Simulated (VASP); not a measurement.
**GaN: single point with PBE**

The system is GaN.

```
Ga N
1.0
     3.18000    0.00000    0.00000
    -1.59000    2.75396    0.00000
     0.00000    0.00000    5.16600
Ga N
2 2
Direct
  0.33333 0.66667 0.00000
  0.66667 0.33333 0.50000
  0.33333 0.66667 0.37500
  0.66667 0.33333 0.87500
```

| Quantity | Value |
| --- | --- |
| Program | VASP 6.6.1 |
| Task | single point |
| Functional | PBE |
| Potentials or basis | VASP PAW PBE potentials, release 64 (Ga_d, N) |
| Cutoff | 520 eV |
| k mesh | 6 × 6 × 4 |
| Occupations | methfessel-paxton, width 0.1 eV |
| Spin | no spin polarisation |

```
Pressure               : 7.3 GPa
Largest force          : 0.134 eV/Å
Band gap on the k mesh : 1.97 eV, direct
```

Forces on the atoms (eV/Å):
```
Ga   0.000  0.000 -0.134
Ga   0.000  0.000 -0.134
N    0.000  0.000  0.134
N    0.000  0.000  0.134
```

Stress tensor (GPa, compression positive):
```
6.59 0.00 0.00
0.00 6.59 0.00
0.00 0.00 8.70
```

Levels at points of the mesh, in eV from the valence-band top:
| k point | band 15 | band 16 | band 17 | band 18 | band 19 | band 20 | band 21 | band 22 |
| --- | --- | --- | --- | --- | --- | --- | --- | --- |
| (0.00, 0.00, 0.00) | -1.06 | -0.06 | 0.00 | 0.00 | 1.97 | 4.30 | 9.26 | 9.92 |
| (0.50, 0.00, 0.00) | -4.28 | -2.78 | -2.26 | -0.99 | 5.07 | 5.61 | 6.07 | 8.67 |
| (0.00, 0.00, 0.50) | -0.55 | -0.55 | -0.55 | -0.55 | 4.29 | 4.29 | 8.54 | 8.54 |
| (0.50, 0.00, 0.50) | -1.96 | -1.96 | -1.93 | -1.93 | 4.43 | 4.43 | 7.84 | 7.84 |

Wall time 14 s on 1 thread of Intel(R) Xeon(R) Platinum 8488C (Sapphire Rapids), with other jobs on the host, peak memory 0.16 GiB.

A hybrid or GW would open this gap; PBE tends to underestimate it.
